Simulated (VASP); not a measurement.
Set up this calculation in VASP 6.6.1, as the native input.

* Task: single point
* Functional: PBEsol
* Potentials or basis: VASP PAW PBE potentials, release 64 (Ir)
* Cutoff: 520 eV
* k mesh: 12 × 12 × 4
* Occupations: gaussian, width 0.1 eV
* Spin: no spin polarisation
* Dipole correction: no
* Further INCAR settings: ALGO = Fast; EDIFF = 1e-06; NBANDS = 16

The structure of Ir lies in POSCAR:

```
Ir
1.0
    2.7146954477      0.0000000000      0.0000000000
   -1.3573477238      2.3509952212      0.0000000000
    0.0000000000      0.0000000000      4.4174029701
Ir
2
Direct
    0.6666666667      0.3333333333      0.7500000000
    0.3333333333      0.6666666667      0.2500000000
```

The input as run:

INCAR

```
  PREC = Accurate
  ENCUT = 520
  EDIFF = 1E-6
  ISMEAR = 0
  SIGMA = 0.1
  LREAL = False
  LASPH = True
  NELM = 80
  ALGO = Fast
  ISIF = 2
  LWAVE = False
  LCHARG = True
  GGA = PS
  LELF = True
  LVHAR = True
  NBANDS = 16
```

KPOINTS

```
regular mesh
0
Gamma
  12 12 4
```

Potentials or basis: VASP PAW PBE potentials, release 64 (Ir).

Launch:

```bash
$ cat potpaw_PBE.64/Ir/POTCAR > POTCAR
$ mpirun -np 1 vasp_std > vasp.out
```

It gave:

```
Pressure               : 0.9 GPa
Band gap on the k mesh : zero (band 9 reaches 11.43 eV, above the bottom of band 10 at 8.04 eV)
```

Caveat: the PAW data sets were made with another functional, which shifts forces and pressure a little; spin-orbit coupling is left out, which moves the levels of the heavy elements.

Wall time 14 s on 1 thread of Intel(R) Xeon(R) 6975P-C (Granite Rapids), with other jobs on the host, peak memory 0.15 GiB.
